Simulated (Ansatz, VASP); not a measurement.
**Two plane-wave programs on SnO**

File INCAR:

```
PREC = Accurate
ENCUT = 520
EDIFF = 1E-7
ISMEAR = 0
SIGMA = 0.05
LREAL = False
LASPH = True
NELM = 100
ALGO = Normal
ISIF = 2
LWAVE = False
LCHARG = False
LDIPOL = True
IDIPOL = 3
DIPOL = 0.5 0.5 0.399
GGA = PE
IVDW = 12
NBANDS = 50
```

KPOINTS

```
Automatic mesh
0
Gamma
  7 7 1
```

Contents of POSCAR:

```
SnO
1.0
    3.8201526160      0.0002954389      0.0000000000
   -0.0003145156      3.8201526145      0.0000000000
    0.0000000000      0.0000000000     22.2260756252
Sn O
4 4
Direct
    0.9999453016      0.9999453016      0.2024648920
    0.4999453016      0.4999453016      0.3087831576
    0.7499453016      0.7499453016      0.4896517944
    0.2499453016      0.2499453016      0.5959700601
    0.9999461184      0.4999461184      0.2556240248
    0.4999461184      0.9999461184      0.2556240248
    0.7499461184      0.2499461184      0.5428109272
    0.2499461184      0.7499461184      0.5428109272
```

Input for Ansatz:

```yaml
crystal:
  lattice:
    - [3.820152616, 0.0002954389, 0.0]
    - [-0.0003145156, 3.8201526145, 0.0]
    - [0.0, 0.0, 22.2260756252]
  atoms:
    - { symbol: Sn, position: [0.9999453016, 0.9999453016, 0.202464892] }
    - { symbol: O, position: [0.9999461184, 0.4999461184, 0.2556240248] }
    - { symbol: O, position: [0.4999461184, 0.9999461184, 0.2556240248] }
    - { symbol: Sn, position: [0.4999453016, 0.4999453016, 0.3087831576] }
    - { symbol: Sn, position: [0.7499453016, 0.7499453016, 0.4896517944] }
    - { symbol: O, position: [0.7499461184, 0.2499461184, 0.5428109272] }
    - { symbol: O, position: [0.2499461184, 0.7499461184, 0.5428109272] }
    - { symbol: Sn, position: [0.2499453016, 0.2499453016, 0.5959700601] }
basis:
  ecutwfc: 420
kpoints:
  mp_grid: { grid: [7, 7, 1] }
hamiltonian:
  xc: pbe
  pseudopotentials: { kind: paw, azcp: { folder: soft_1 } }
  dispersion: d3bj
scf:
  occupations: { method: gaussian, width: 0.05 }
output:
  forces: true
  eigenvalues: true
  write_density: true
  write_potential: true
  elf: true
  volumetric_format: npy
efield:
  axis: 3
  dipole_correction: true
  ramp_width: 0.04
```

Alike in both runs: task single point; functional PBE; dispersion D3(BJ); k mesh 7 × 7 × 1; occupations gaussian, width 0.05 eV; no spin polarisation.

```csv
,VASP,Ansatz
version,VASP 6.6.1,Ansatz 0.2.0
potentials or method,"VASP PAW PBE potentials, release 64 (Sn_d, O), cutoff 520 eV","scalar-relativistic, plane waves, PAW"
valence electrons in the cell,80,80
```

|  | VASP | Ansatz | Ansatz less VASP |
| --- | --- | --- | --- |
| gap on the k mesh at the Fermi level (eV) | 2.47 | 2.48 | +0.009 |
| least direct gap on the mesh (eV) | 2.53 | 2.57 | +0.043 |
| rms of the force components (eV/Å) | 0.042 | 0.019 | -0.0229 |

Ansatz's warnings: xc potential rough in thin density.
